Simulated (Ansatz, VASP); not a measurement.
# GdN: VASP beside Ansatz

The input POSCAR:

```
GdN
1.0
    0.0000000000      2.5432694655      2.5432694655
    2.5432694655      0.0000000000      2.5432694655
    2.5432694655      2.5432694655      0.0000000000
Gd N
1 1
Direct
    0.5000000000      0.5000000000      0.5000000000
    0.0000000000      0.0000000000      0.0000000000
```

Contents of INCAR.step1:

```
SYSTEM = GdN
PREC = Accurate ; ENCUT = 520
ISMEAR = 0 ; SIGMA = 0.05
LREAL = .False. ; LASPH = .True.
NELM = 150 ; ISPIN = 2
MAGMOM = 7.63 0 ; LMAXMIX = 6
NBANDS = 22 ; GGA = PE
ALGO = Normal ; EDIFF = 1E-4
LWAVE = .True. ; LCHARG = .False.
```

Contents of INCAR.step2:

```
SYSTEM = GdN
PREC = Accurate ; ENCUT = 520
EDIFF = 1E-6 ; ISMEAR = 0
SIGMA = 0.05 ; LREAL = .False.
LASPH = .True. ; NELM = 150
ALGO = Normal ; ISIF = 2
LWAVE = .False. ; LCHARG = .False.
ISPIN = 2 ; MAGMOM = 7.63 0
LORBIT = 11 ; LMAXMIX = 6
METAGGA = R2SCAN ; LMIXTAU = .True.
NBANDS = 22 ; ISTART = 1
```

Contents of KPOINTS:

```
regular mesh
0
Gamma
  12 12 12
  0 0 0
```

Input for Ansatz:

```yaml
crystal:
  lattice:
    - [0.0, 2.5432694661, 2.5432694661]
    - [2.5432694661, 0.0, 2.5432694661]
    - [2.5432694661, 2.5432694661, 0.0]
  atoms:
    - { symbol: Gd, position: [0.5, 0.5, 0.5], spin: 7.63 }
    - { symbol: "N", position: [0.0, 0.0, 0.0] }
basis:
  ecutwfc: 500
  ecutrho_ratio: 4
kpoints:
  mp_grid: { grid: [12, 12, 12] }
hamiltonian:
  xc: r2scan
scf:
  occupations: { method: gaussian, width: 0.05 }
output:
  forces: true
  stress: true
  eigenvalues: true
  populations: true
magnetization:
  spin_polarized: true
```

Alike in both runs: task single point; functional r2SCAN; k mesh 12 × 12 × 12; occupations gaussian, width 0.05 eV; collinear spin.

|  | VASP | Ansatz |
| --- | --- | --- |
| version | VASP 6.6.1 | Ansatz 0.2.0 |
| potentials or method | VASP PAW PBE potentials, release 64 (Gd, N), cutoff 520 eV | scalar-relativistic, plane waves, PAW |
| valence electrons in the cell | 23 | 23 |

```tsv
	VASP	Ansatz	Ansatz less VASP
gap on the k mesh at the Fermi level (eV)	none	none	-
pressure (GPa)	-9.3	-9.3	+0.04
net moment per atom (μB)	3.50	3.50	0.000
size of the moment on the site where the two differ most (μB)	6.79	6.95	+0.156
```

VASP's potentials were made for PBE, not for r2SCAN. Site moments also hang on the region over which each program counts them. A gap of «none» marks a metal or a gap that the smearing closes. The functional is the same, so the differences come from potentials, cutoffs and numerics. Ansatz's warnings: stability check not made.

Neither program's run includes spin-orbit coupling.
